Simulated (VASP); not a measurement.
# MgS (Pm-3m) in VASP: notebook

Runs on MgS. Level: PBEsol. Tasks: single point.

Program: VASP 6.6.1. These are calculated values, not measurements. Logs are shortened: lines on timing, memory, paths and dates and some standing lists are left out, and cuts for length are marked.

### 1 The cell of the first run

The structure is cubic, space group Pm-3m (No. 221). The conventional cell has a = 3.263 Å, b = 3.263 Å, c = 3.263 Å, α = 90.00°, β = 90.00°, γ = 90.00°. Within 3.7 Å of Mg (site symmetry m-3m) lie 8 S at 2.83 Å and 6 Mg at 3.26 Å. Within 3.7 Å of S (site symmetry m-3m) lie 8 Mg at 2.83 Å and 6 S at 3.26 Å.

### 2 Single point, PBEsol

INCAR reads:

```
SYSTEM = MgS
PREC = Accurate
ENCUT = 600
EDIFF = 1E-6
ISMEAR = -1
SIGMA = 0.02
LREAL = .FALSE.
LASPH = .TRUE.
NELM = 120
ALGO = Normal
ISIF = 2
LWAVE = .FALSE.
LCHARG = .FALSE.
GGA = PS
NBANDS = 11
GGA_COMPAT = .FALSE.
```

KPOINTS reads:

```
Automatic mesh
0
G
  2 2 2
  0 0 0
```

POSCAR reads:

```
MgS
1.0
    3.2628174072      0.0000000000      0.0000000000
    0.0000000000      3.2628174072      0.0000000000
    0.0000000000      0.0000000000      3.2628174072
Mg S
1 1
Direct
    0.0000000000      0.0000000000      0.0000000000
    0.5000000000      0.5000000000      0.5000000000
```

Potentials or basis: VASP PAW PBE potentials, release 64 (Mg, S).

Run with:

```console
cat potpaw_PBE.64/Mg/POTCAR potpaw_PBE.64/S/POTCAR > POTCAR
mpirun -np 1 vasp_std > vasp.out
```

OUTCAR:

```text
SYSTEM = MgS
   PREC = Accurate
   ENCUT = 600
   EDIFF = 1E-6
   ISMEAR = -1
   LREAL = .FALSE.
   LASPH = .TRUE.
   NELM = 120
   ISIF = 2
   GGA = PS

 ion  position               nearest neighbor table
   1  0.000  0.000  0.000-   2 2.83   2 2.83   2 2.83   2 2.83   2 2.83   2 2.83   2 2.83   2 2.83

   2  0.500  0.500  0.500-   1 2.83   1 2.83   1 2.83   1 2.83   1 2.83   1 2.83   1 2.83   1 2.83

  LATTYP: Found a simple cubic cell.
 ALAT       =     3.2628174072

  Lattice vectors:

 A1 = (   3.2628174072,   0.0000000000,   0.0000000000)
 A2 = (   0.0000000000,   3.2628174072,   0.0000000000)
 A3 = (   0.0000000000,   0.0000000000,   3.2628174072)

Analysis of symmetry for initial positions (statically):
=====================================================================
 Subroutine PRICEL returns:
 Original cell was already a primitive cell.

 Routine SETGRP: Setting up the symmetry group for a
 simple cubic supercell.

 Subroutine GETGRP returns: Found 48 space group operations
 (whereof 48 operations were pure point group operations)
 out of a pool of 48 trial point group operations.

The static configuration has the point symmetry O_h .

Analysis of symmetry for dynamics (positions and initial velocities):
=====================================================================
 Subroutine PRICEL returns:
 Original cell was already a primitive cell.

 Routine SETGRP: Setting up the symmetry group for a
 simple cubic supercell.

 Subroutine GETGRP returns: Found 48 space group operations
 (whereof 48 operations were pure point group operations)
 out of a pool of 48 trial point group operations.

The dynamic configuration has the point symmetry O_h .

 Subroutine INISYM returns: Found 48 space group operations
 (whereof 48 operations are pure point group operations),
 and found     1 'primitive' translations

----------------------------------------------------------------------------------------

                                     Primitive cell

  volume of cell :      34.7359

  direct lattice vectors                    reciprocal lattice vectors
     3.262817407  0.000000000  0.000000000     0.306483592  0.000000000  0.000000000
     0.000000000  3.262817407  0.000000000     0.000000000  0.306483592  0.000000000
     0.000000000  0.000000000  3.262817407     0.000000000  0.000000000  0.306483592

  length of vectors
     3.262817407  3.262817407  3.262817407     0.306483592  0.306483592  0.306483592

  position of ions in fractional coordinates (direct lattice)
     0.000000000  0.000000000  0.000000000
     0.500000000  0.500000000  0.500000000

  ion indices of the primitive-cell ions
   primitive index   ion index
                 1           1
                 2           2

----------------------------------------------------------------------------------------

 KPOINTS: Automatic mesh

Automatic generation of k-mesh.
 Grid dimensions read from file:
 generate k-points for:    2    2    2

 Generating k-lattice:

  Cartesian coordinates                     Fractional coordinates (reciprocal lattice)
     0.153241796  0.000000000  0.000000000     0.500000000  0.000000000  0.000000000
     0.000000000  0.153241796  0.000000000     0.000000000  0.500000000  0.000000000
     0.000000000  0.000000000  0.153241796     0.000000000  0.000000000  0.500000000

  Length of vectors
     0.153241796  0.153241796  0.153241796

  Shift w.r.t. Gamma in fractional coordinates (k-lattice)
     0.000000000  0.000000000  0.000000000

 Subroutine IBZKPT returns following result:
 ===========================================

 Found      4 irreducible k-points:

 Following reciprocal coordinates:
            Coordinates               Weight
  0.000000  0.000000  0.000000      1.000000
  0.500000  0.000000  0.000000      3.000000
  0.500000  0.500000  0.000000      3.000000
  0.500000  0.500000  0.500000      1.000000
   k-points           NKPTS =      4   k-points in BZ     NKDIM =      4   number of bands    NBANDS=     11
   number of dos      NEDOS =    301   number of ions     NIONS =      2
   total plane-waves  NPLWV =  21952
   dimension x,y,z NGX =    28 NGY =   28 NGZ =   28
   dimension x,y,z NGXF=    56 NGYF=   56 NGZF=   56
   ions per type =               1   1
   NGX,Y,Z   is equivalent  to a cutoff of  14.27, 14.27, 14.27 a.u.
   NGXF,Y,Z  is equivalent  to a cutoff of  28.53, 28.53, 28.53 a.u.
 SYSTEM =  MgS
   PREC   = accura    normal or accurate (medium, high low for compatibility)
   ISTART =      0    job   : 0-new  1-cont  2-samecut
   ICHARG =      2    charge: 1-file 2-atom 10-const
   ISPIN  =      1    spin polarized calculation?
   LNONCOLLINEAR =      F non collinear calculations
   LSORBIT =      F    spin-orbit coupling
   LASPH  =      T    aspherical Exc in radial PAW
   ENCUT  =  600.0 eV  44.10 Ry    6.64 a.u.   6.52  6.52  6.52*2*pi/ulx,y,z
   NELM   =    120;   NELMIN=  2; NELMDL= -5     # of ELM steps
   EDIFF  = 0.1E-05   stopping-criterion for ELM
   LREAL  =      F    real-space projection
   EDIFFG = 0.1E-04   stopping-criterion for IOM
   NSW    =      0    number of steps for IOM
   IBRION =     -1    ionic relax: 0-MD 1-quasi-New 2-CG
   NFREE  =      0    steps in history (QN), initial steepest desc. (CG)
   ISIF   =      2    stress and relaxation
   ISYM   =      2    0-nonsym 1-usesym 2-fastsym
   POTIM  = 0.5000    time-step for ionic-motion
   TEBEG  =    0.0;   TEEND  =   0.0 temperature during run
   PSTRESS=    0.0 pullay stress
   NELECT =       8.0000    total number of electrons
   NUPDOWN=      -1.0000    fix difference up-down
   EMIN   =  10.00;   EMAX   =-10.00  energy-range for DOS
   EFERMI =   0.00;   METHOD = LEGACY
   ISMEAR =    -1;   SIGMA  =   0.02  broadening in eV -4-tet -1-fermi 0-gaus
   EFERMI_NEDOS =   21; number of points for ismear=-14 and -15
   IALGO  =     38    algorithm
   IMIX   =      4    mixing-type and parameters
     AMIX     =   0.40;   BMIX     =  1.00
     AMIX_MAG =   1.60;   BMIX_MAG =  1.00
  volume/ion in A,a.u.               =      17.37       117.20
  Fermi-wavevector in a.u.,A,eV,Ry     =   1.003488  1.896317 13.700898  1.006988
  Thomas-Fermi vector in A             =   2.136043
   LORBIT       =      0    0 simple, 1 ext, 2 COOP (PROOUT), +10 PAW based schemes
   GGA     = PS    functional components
   LHFCALC =     F    Hartree Fock is set to
   AEXX    =    0.0000 exact exchange contribution
   IVDW    =     0    specifies the selected vdW correction
   LEPSILON=     F    determine dielectric tensor
   LRPA    =     F    only Hartree local field effects (RPA)
 non-spin polarized calculation
  energy-cutoff  :      600.00
  volume of cell :       34.74
 maximum number of plane-waves:      1189
 NGX is ok and might be reduce to    28
   NGX = 13   NGY = 13   NGZ = 13

 number of electron       8.0000001 magnetization

 Free energy of the ion-electron system (eV)
  ---------------------------------------------------
  ext. energy  EPLUGINS =         0.00000000
  ---------------------------------------------------
  free energy    TOTEN  =        -6.04008264 eV

  energy without entropy =       -6.03325858  energy(sigma->0) =       -6.03667061

 E-fermi :   5.0380     XC(G=0): -10.0156

 val. band max:        4.9830422301   @ k =   0.5000   0.5000   0.0000
 cond. band min:       5.0929745851   @ k =   0.5000   0.5000   0.0000
 fundamental gap:      0.1099323549
 Fermi energy:         5.0380084076

 k-point     1 :       0.0000    0.0000    0.0000
  band No.  band energies     occupation
      1      -9.0022      2.00000
      2       3.6904      2.00000
      3       3.6904      2.00000
      4       3.6904      2.00000
      5       6.1278      0.00000
      6       9.5701      0.00000
      7       9.5701      0.00000
      8      17.8514      0.00000
      9      17.8514      0.00000
     10      17.8514      0.00000
     11      18.4807      0.00000

 k-point     2 :       0.5000    0.0000    0.0000
  band No.  band energies     occupation
      1      -7.8694      2.00000
      2      -1.5072      2.00000
      3       4.4016      2.00000
      4       4.4016      2.00000
      5       9.0931      0.00000
      6      11.5038      0.00000
      7      12.2795      0.00000
      8      12.7473      0.00000
      9      12.7473      0.00000
     10      13.8903      0.00000
     11      20.1756      0.00000

 k-point     3 :       0.5000    0.5000    0.0000
  band No.  band energies     occupation
      1      -6.9347      2.00000
      2       0.0551      2.00000
      3       0.0551      2.00000
      4       4.9830      1.87964
      5       5.0930      0.12036
      6      12.7432      0.00000
      7      13.6592      0.00000
      8      13.6592      0.00000
      9      14.3026      0.00000
     10      14.3026      0.00000
     11      17.7795      0.00000

 k-point     4 :       0.5000    0.5000    0.5000
  band No.  band energies     occupation
      1      -6.0701      2.00000
      2       1.2616      2.00000
      3       1.2616      2.00000
      4       1.2616      2.00000
      5       6.9744      0.00000
      6       6.9744      0.00000
      7       6.9744      0.00000
      8      10.8923      0.00000
      9      21.5649      0.00000
     10      21.5649      0.00000
     11      21.5649      0.00000

------------------------ aborting loop because EDIFF is reached ----------------------------------------

  FORCE on cell =-STRESS in cart. coord.  units (eV):
  Direction    XX          YY          ZZ          XY          YZ          ZX
  --------------------------------------------------------------------------------------
  -------------------------------------------------------------------------------------
  Total        0.2763187      0.2763187      0.2763187     -0.0000000      0.0000000     -0.0000000
  in kB       12.7450789     12.7450789     12.7450789     -0.0000000      0.0000000     -0.0000000
  external PRESSURE =      12.7450789 kB  Pullay stress =       0.0000000 kB

 VOLUME and BASIS-vectors are now :
 -----------------------------------------------------------------------------
  energy-cutoff  :      600.00
  volume of cell :       34.74
      direct lattice vectors                 reciprocal lattice vectors
     3.262817407  0.000000000  0.000000000     0.306483592  0.000000000  0.000000000
     0.000000000  3.262817407  0.000000000     0.000000000  0.306483592  0.000000000
     0.000000000  0.000000000  3.262817407     0.000000000  0.000000000  0.306483592

 POSITION                                       TOTAL-FORCE (eV/Angst)
 -----------------------------------------------------------------------------------
      0.00000      0.00000      0.00000         0.000000      0.000000      0.000000
      1.63141      1.63141      1.63141         0.000000      0.000000      0.000000
 -----------------------------------------------------------------------------------
    total drift:                               -0.000000      0.000000      0.000000

  FREE ENERGIE OF THE ION-ELECTRON SYSTEM (eV)
  ---------------------------------------------------
  free  energy   TOTEN  =        -6.0400826408 eV

  energy  without entropy=       -6.0332585816  energy(sigma->0) =       -6.03667061
```

It took 6.3 s on 1 thread of AMD EPYC 7R43 (Zen 3), shared host; peak memory 0.12 GiB.

What came out:

```yaml
Free_energy: -6.0401 eV
Pressure: 1.3 GPa
Band_gap_on_the_k_mesh: 0.11 eV, direct
```

Caveat: the k points lie up to 0.96 Å⁻¹ apart; the PAW data sets were made with another functional, which shifts forces and pressure a little. A k mesh can miss the band edges.

### 3 Single point, PBEsol

INCAR reads:

```
SYSTEM = MgS
ALGO = Normal
EDIFF = 1E-6
ENCUT = 600
GGA = PS
GGA_COMPAT = .FALSE.
ISIF = 2
ISMEAR = -1
LASPH = .TRUE.
LCHARG = .TRUE.
LELF = .TRUE.
LREAL = .FALSE.
LVHAR = .TRUE.
LWAVE = .FALSE.
NBANDS = 11
NELM = 120
PREC = Accurate
SIGMA = 0.02
```

KPOINTS reads:

```
k-points
0
G
  4 4 4
  0 0 0
```

POSCAR is that of step 2.

Potentials or basis: VASP PAW PBE potentials, release 64 (Mg, S).

Run with:

```console
cat potpaw_PBE.64/Mg/POTCAR potpaw_PBE.64/S/POTCAR > POTCAR
mpirun -np 1 vasp_std > vasp.out
```

Run time: 9.7 s. Hardware: 1 thread of AMD EPYC 7R43 (Zen 3), shared host; peak memory 0.12 GiB.

It converged, with:

| Quantity | Value |
| --- | --- |
| Free energy | -7.7835 eV |
| Pressure | -1.4 GPa |
| Band gap on the k mesh | 0.40 eV, indirect (least direct gap 0.62 eV) |

Levels at points of the mesh, in eV from the valence-band top:
| k point | band 1 | band 2 | band 3 | band 4 | band 5 | band 6 | band 7 | band 8 |
| --- | --- | --- | --- | --- | --- | --- | --- | --- |
| (0.00, 0.00, 0.00) | -13.79 | -1.09 | -1.09 | -1.09 | 1.04 | 4.51 | 4.51 | 12.70 |
| (0.50, 0.00, 0.00) | -12.60 | -6.49 | -0.34 | -0.34 | 4.02 | 6.48 | 7.34 | 7.64 |
| (0.50, 0.50, 0.00) | -11.62 | -4.84 | -4.84 | -0.22 | 0.40 | 7.79 | 8.59 | 8.59 |
| (0.50, 0.50, 0.50) | -10.71 | -3.56 | -3.56 | -3.56 | 1.81 | 1.81 | 1.81 | 5.56 |

Caveat: the k points lie up to 0.48 Å⁻¹ apart; the PAW data sets were made with another functional, which shifts forces and pressure a little.

### 4 Single point, PBEsol

INCAR reads:

```
SYSTEM = MgS
PREC     = Accurate       ! precision mode
ENCUT    = 600            ! plane-wave cutoff, eV
EDIFF    = 1E-6           ! SCF threshold, eV
ISMEAR   = -1             ! smearing method
SIGMA    = 0.02           ! smearing width, eV
LREAL    = .FALSE.        ! projectors in reciprocal space
LASPH    = .TRUE.         ! aspherical terms in the spheres
NELM     = 120            ! most SCF steps
ALGO     = Normal         ! electronic algorithm
ISIF     = 2              ! what is computed and relaxed
LWAVE    = .FALSE.        ! write WAVECAR
LCHARG   = .FALSE.        ! write CHGCAR
GGA      = PS             ! functional
NBANDS   = 11             ! bands
GGA_COMPAT= .FALSE.
```

KPOINTS reads:

```
Automatic mesh
0
Gamma
  6 6 6
  0.5 0.5 0.5
```

POSCAR is that of step 3.

Run with:

```console
cat potpaw_PBE.64/Mg/POTCAR potpaw_PBE.64/S/POTCAR > POTCAR
mpirun -np 1 vasp_std > vasp.out
```

Run time: 6.2 s. Hardware: 1 thread of AMD EPYC 7R43 (Zen 3), shared host; peak memory 0.12 GiB.

The run converged. Its results:

| Quantity | Value |
| --- | --- |
| Free energy | -7.8738 eV |
| Pressure | -1.2 GPa |
| Band gap on the k mesh | 0.60 eV, direct |

Levels at points of the mesh, in eV from the valence-band top:
```csv
k point,band 1,band 2,band 3,band 4,band 5,band 6,band 7,band 8
"(0.08, 0.08, 0.08)",-13.49,-1.94,-1.41,-1.41,2.43,5.37,5.37,10.60
```

Caveat: the PAW data sets were made with another functional, which shifts forces and pressure a little.

### 5 Summary

```tsv
k mesh	gap on the mesh (eV)	pressure (GPa)
2 × 2 × 2	0.11	1.3
4 × 4 × 4	0.40	-1.4
6 × 6 × 6, shifted	0.60	-1.2
```

Alike in all rows: task single point; level PBEsol; potentials or basis VASP PAW PBE potentials, release 64 (Mg, S); no spin polarisation; cell as given; cutoff (eV) 600; smearing fermi-dirac 0.02 eV.

Caveats: some runs use coarse meshes; the PAW data sets were made with another functional, which shifts forces and pressure a little.

Absolute energies hang on the potentials; compare differences alone.
